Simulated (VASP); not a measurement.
# CO in VASP: further runs

CO is run at these levels: PBE+D3(BJ); tasks: single point.

Everything below comes from runs of VASP 6.6.1. Logs are shortened: lines on timing, memory, paths and dates and some standing lists are left out, and cuts for length are marked.

### 1 The cell of the first run

The cell holds a disordered packing, 20 atoms: a = 9.102 Å, b = 9.102 Å, c = 9.102 Å, α = 90.00°, β = 90.00°, γ = 90.00°.

### 2 Single point, PBE+D3(BJ)

Input file INCAR:

```
SYSTEM = CO
PREC = Accurate
ENCUT = 520
EDIFF = 1E-7
ISMEAR = -1
SIGMA = 0.02
LREAL = Auto
LASPH = .True.
NELM = 60
ALGO = Normal
ISIF = 2
LWAVE = .False.
LCHARG = .True.
GGA = PE
IVDW = 12
LELF = .True.
LVHAR = .True.
NBANDS = 66
```

Input file KPOINTS:

```
regular mesh
0
Gamma
  1 1 1
  0 0 0
```

Input file POSCAR:

```
CO
1.0
    9.1017270000      0.0000000000      0.0000000000
    0.0000000000      9.1017270000      0.0000000000
    0.0000000000      0.0000000000      9.1017270000
O C
10 10
Direct
    0.0880172932     -0.0601697195      0.1402210122
    0.8388956900      0.3423069062      0.9194965145
    0.7030387183      0.6238948299      0.7523770816
    0.6945492826      0.0016451834      0.5294552051
    0.6132397142      0.7901809840      0.0881319847
    0.2769415995      0.3818181366      0.9344956397
    0.0724004930      0.2142155193      0.6034475701
    0.1675895185      0.5623352837      0.5689517447
    0.7030825136      0.4045663922      0.2632399209
    0.2721168455      0.9210915389      0.5385401722
    0.0593548012      0.0401692161      0.2085746485
    0.9020774634      0.2365039976      0.9400087333
    0.6820984804      0.6072043325      0.6305559227
    0.7135296036      0.0153004354      0.4068470181
    0.7040209276      0.8615051324      0.0406157611
    0.3625989385      0.3633990711      0.8455820412
   -0.0267641102      0.2568837964      0.5408222004
    0.2651289603      0.5667306530      0.4911761340
    0.7920550948      0.4897143512      0.2835960244
    0.3295759718      0.9926025597      0.4539300706
```

Potentials or basis: VASP PAW PBE potentials, release 64 (O, C).

Started as:

```sh
$ cat potpaw_PBE.64/O/POTCAR potpaw_PBE.64/C/POTCAR > POTCAR
$ mpirun -np 1 vasp_gam > vasp.out
```

OUTCAR:

```text
SYSTEM = CO
   PREC = Accurate
   ENCUT = 520
   EDIFF = 1E-7
   ISMEAR = -1
   LREAL = Auto
   LASPH = .True.
   NELM = 60
   ISIF = 2
   GGA = PE
   IVDW = 12
 IVDW          = 12

 ion  position               nearest neighbor table
   1  0.088  0.940  0.140-  11 1.14
   2  0.839  0.342  0.919-  12 1.14
   3  0.703  0.624  0.752-  13 1.14
   4  0.695  0.002  0.529-  14 1.14
   5  0.613  0.790  0.088-  15 1.14
   6  0.277  0.382  0.934-  16 1.14
[... 12 lines left out ...]
  19  0.792  0.490  0.284-   9 1.14
  20  0.330  0.993  0.454-  10 1.14

  LATTYP: Found a simple cubic cell.
 ALAT       =     9.1017270000

  Lattice vectors:

 A1 = (   9.1017270000,   0.0000000000,   0.0000000000)
 A2 = (   0.0000000000,   9.1017270000,   0.0000000000)
 A3 = (   0.0000000000,   0.0000000000,   9.1017270000)

Analysis of symmetry for initial positions (statically):
=====================================================================
 Subroutine PRICEL returns:
 Original cell was already a primitive cell.

 Routine SETGRP: Setting up the symmetry group for a
 simple cubic supercell.

 Subroutine GETGRP returns: Found  1 space group operations
 (whereof  1 operations were pure point group operations)
 out of a pool of 48 trial point group operations.

The static configuration has the point symmetry C_1 .

Analysis of symmetry for dynamics (positions and initial velocities):
=====================================================================
 Subroutine PRICEL returns:
 Original cell was already a primitive cell.

 Routine SETGRP: Setting up the symmetry group for a
 simple cubic supercell.

 Subroutine GETGRP returns: Found  1 space group operations
 (whereof  1 operations were pure point group operations)
 out of a pool of 48 trial point group operations.

The dynamic configuration has the point symmetry C_1 .

 Subroutine INISYM returns: Found  1 space group operations
 (whereof  1 operations are pure point group operations),
 and found     1 'primitive' translations

----------------------------------------------------------------------------------------

                                     Primitive cell

  volume of cell :     754.0001

  direct lattice vectors                    reciprocal lattice vectors
     9.101727000  0.000000000  0.000000000     0.109869259  0.000000000  0.000000000
     0.000000000  9.101727000  0.000000000     0.000000000  0.109869259  0.000000000
     0.000000000  0.000000000  9.101727000     0.000000000  0.000000000  0.109869259

  length of vectors
     9.101727000  9.101727000  9.101727000     0.109869259  0.109869259  0.109869259

  position of ions in fractional coordinates (direct lattice)
     0.088017293  0.939830280  0.140221012
     0.838895690  0.342306906  0.919496514
     0.703038718  0.623894830  0.752377082
     0.694549283  0.001645183  0.529455205
     0.613239714  0.790180984  0.088131985
     0.276941599  0.381818137  0.934495640
[... 12 lines left out ...]
     0.792055095  0.489714351  0.283596024
     0.329575972  0.992602560  0.453930071

  ion indices of the primitive-cell ions
   primitive index   ion index
                 1           1
                 2           2
                 3           3
                 4           4
                 5           5
                 6           6
[... 12 lines left out ...]
                19          19
                20          20

----------------------------------------------------------------------------------------

 KPOINTS: regular mesh

Automatic generation of k-mesh.
 Grid dimensions read from file:
 generate k-points for:    1    1    1

 Generating k-lattice:

  Cartesian coordinates                     Fractional coordinates (reciprocal lattice)
     0.109869259  0.000000000  0.000000000     1.000000000  0.000000000  0.000000000
     0.000000000  0.109869259  0.000000000     0.000000000  1.000000000  0.000000000
     0.000000000  0.000000000  0.109869259     0.000000000  0.000000000  1.000000000

  Length of vectors
     0.109869259  0.109869259  0.109869259

  Shift w.r.t. Gamma in fractional coordinates (k-lattice)
     0.000000000  0.000000000  0.000000000

 Subroutine IBZKPT returns following result:
 ===========================================

 Found      1 irreducible k-points:

 Following reciprocal coordinates:
            Coordinates               Weight
  0.000000  0.000000  0.000000      1.000000
   k-points           NKPTS =      1   k-points in BZ     NKDIM =      1   number of bands    NBANDS=     66
   number of dos      NEDOS =    301   number of ions     NIONS =     20
   total plane-waves  NPLWV = 343000
   dimension x,y,z NGX =    70 NGY =   70 NGZ =   70
   dimension x,y,z NGXF=   140 NGYF=  140 NGZF=  140
   ions per type =              10  10
   NGX,Y,Z   is equivalent  to a cutoff of  12.79, 12.79, 12.79 a.u.
   NGXF,Y,Z  is equivalent  to a cutoff of  25.57, 25.57, 25.57 a.u.
 SYSTEM =  CO
   PREC   = accura    normal or accurate (medium, high low for compatibility)
   ISTART =      0    job   : 0-new  1-cont  2-samecut
   ICHARG =      2    charge: 1-file 2-atom 10-const
   ISPIN  =      1    spin polarized calculation?
   LNONCOLLINEAR =      F non collinear calculations
   LSORBIT =      F    spin-orbit coupling
   LASPH  =      T    aspherical Exc in radial PAW
   ENCUT  =  520.0 eV  38.22 Ry    6.18 a.u.  16.92 16.92 16.92*2*pi/ulx,y,z
   NELM   =     60;   NELMIN=  2; NELMDL= -5     # of ELM steps
   EDIFF  = 0.1E-06   stopping-criterion for ELM
   LREAL  =      T    real-space projection
   EDIFFG = 0.1E-05   stopping-criterion for IOM
   NSW    =      0    number of steps for IOM
   IBRION =     -1    ionic relax: 0-MD 1-quasi-New 2-CG
   NFREE  =      0    steps in history (QN), initial steepest desc. (CG)
   ISIF   =      2    stress and relaxation
   ISYM   =      2    0-nonsym 1-usesym 2-fastsym
   POTIM  = 0.5000    time-step for ionic-motion
   TEBEG  =    0.0;   TEEND  =   0.0 temperature during run
   PSTRESS=    0.0 pullay stress
   NELECT =     100.0000    total number of electrons
   NUPDOWN=      -1.0000    fix difference up-down
   EMIN   =  10.00;   EMAX   =-10.00  energy-range for DOS
   EFERMI =   0.00;   METHOD = LEGACY
   ISMEAR =    -1;   SIGMA  =   0.02  broadening in eV -4-tet -1-fermi 0-gaus
   EFERMI_NEDOS =   21; number of points for ismear=-14 and -15
   IALGO  =     38    algorithm
   IMIX   =      4    mixing-type and parameters
     AMIX     =   0.40;   BMIX     =  1.00
     AMIX_MAG =   1.60;   BMIX_MAG =  1.00
  volume/ion in A,a.u.               =      37.70       254.41
  Fermi-wavevector in a.u.,A,eV,Ry     =   0.834868  1.577671  9.483318  0.697004
  Thomas-Fermi vector in A             =   1.948331
   LORBIT       =      0    0 simple, 1 ext, 2 COOP (PROOUT), +10 PAW based schemes
   GGA     = PE    functional components
   LHFCALC =     F    Hartree Fock is set to
   AEXX    =    0.0000 exact exchange contribution
   IVDW    =    12    specifies the selected vdW correction
   LEPSILON=     F    determine dielectric tensor
   LRPA    =     F    only Hartree local field effects (RPA)
 non-spin polarized calculation
  energy-cutoff  :      520.00
  volume of cell :      754.00
 maximum number of plane-waves:     10171
 NGX is ok and might be reduce to    70
   NGX = 33   NGY = 33   NGZ = 33

 number of electron     100.0000000 magnetization

 number of electron      99.9999991 magnetization

 Free energy of the ion-electron system (eV)
  ---------------------------------------------------
  ext. energy  EPLUGINS =         0.00000000
  ---------------------------------------------------
  free energy    TOTEN  =      -147.99119215 eV

  energy without entropy =     -147.99119215  energy(sigma->0) =     -147.99119215

 E-fermi :  -6.1309     XC(G=0):  -4.7218

 val. band max:       -6.6318828175   @ k =   0.0000   0.0000   0.0000
 cond. band min:      -0.4743181978   @ k =   0.0000   0.0000   0.0000
 fundamental gap:      6.1575646197
 Fermi energy:        -6.1308950347

 k-point     1 :       0.0000    0.0000    0.0000
  band No.  band energies     occupation
      1     -27.4296      2.00000
      2     -27.3973      2.00000
      3     -27.3408      2.00000
      4     -27.3362      2.00000
      5     -27.3319      2.00000
      6     -27.2940      2.00000
[... 54 lines left out ...]
     61      -0.0140      0.00000
     62       0.0205      0.00000
 [bands above 62 left out]

------------------------ aborting loop because EDIFF is reached ----------------------------------------

 Edisp (eV)   -0.68126

 E8    (eV) :    -0.1735

  FORCE on cell =-STRESS in cart. coord.  units (eV):
  Direction    XX          YY          ZZ          XY          YZ          ZX
  --------------------------------------------------------------------------------------
  -------------------------------------------------------------------------------------
  Total       2.42860     1.83209     3.34274     0.28549    -0.22032    -0.97163
  in kB       5.16053     3.89301     7.10300     0.60664    -0.46816    -2.06463
  external pressure =        5.39 kB  Pullay stress =        0.00 kB

 VOLUME and BASIS-vectors are now :
 -----------------------------------------------------------------------------
  energy-cutoff  :      520.00
  volume of cell :      754.00
      direct lattice vectors                 reciprocal lattice vectors
     9.101727000  0.000000000  0.000000000     0.109869259  0.000000000  0.000000000
     0.000000000  9.101727000  0.000000000     0.000000000  0.109869259  0.000000000
     0.000000000  0.000000000  9.101727000     0.000000000  0.000000000  0.109869259

 POSITION                                       TOTAL-FORCE (eV/Angst)
 -----------------------------------------------------------------------------------
      0.80111      8.55408      1.27625         0.195647     -0.708866     -0.482631
      7.63540      3.11558      8.36901        -0.381256      0.610934     -0.117997
      6.39887      5.67852      6.84793         0.147409      0.129868      0.890039
      6.32160      0.01497      4.81896        -0.127488     -0.105059      0.864884
      5.58154      7.19201      0.80215        -0.597648     -0.482589      0.316165
      2.52065      3.47520      8.50552        -0.557623      0.109532      0.566986
[... 12 lines left out ...]
      7.20907      4.45725      2.58121         0.591455      0.565455      0.124672
      2.99971      9.03440      4.13155         0.398987      0.497893     -0.587193
 -----------------------------------------------------------------------------------
    total drift:                               -0.005794     -0.002740      0.020158

  FREE ENERGIE OF THE ION-ELECTRON SYSTEM (eV)
  ---------------------------------------------------
  free  energy   TOTEN  =      -148.6724530277 eV

  energy  without entropy=     -148.6724530277  energy(sigma->0) =     -148.67245303
```

Run time: 69 s. Hardware: 1 thread of AMD EPYC 9R45 (Zen 5), shared host; peak memory 0.57 GiB.

Results:

```
Free energy                : -148.6725 eV
Pressure                   : 0.5 GPa
Largest force              : 0.911 eV/Å
Dispersion energy per atom : -0.034 eV
```

Forces on the atoms (eV/Å):
```
O    0.196 -0.709 -0.483
O   -0.381  0.611 -0.118
O    0.147  0.130  0.890
O   -0.127 -0.105  0.865
O   -0.598 -0.483  0.316
O   -0.558  0.110  0.567
O    0.695 -0.292  0.432
O   -0.663 -0.033  0.538
O   -0.600 -0.563 -0.138
O   -0.385 -0.494  0.596
C   -0.202  0.700  0.493
C    0.383 -0.603  0.119
C   -0.160 -0.116 -0.886
C    0.135  0.088 -0.873
C    0.595  0.480 -0.322
C    0.556 -0.112 -0.564
C   -0.691  0.302 -0.431
C    0.669  0.025 -0.538
C    0.591  0.565  0.125
C    0.399  0.498 -0.587
```

Caveat: the k points lie up to 0.69 Å⁻¹ apart.

(Part 1 of 4 ends here.)
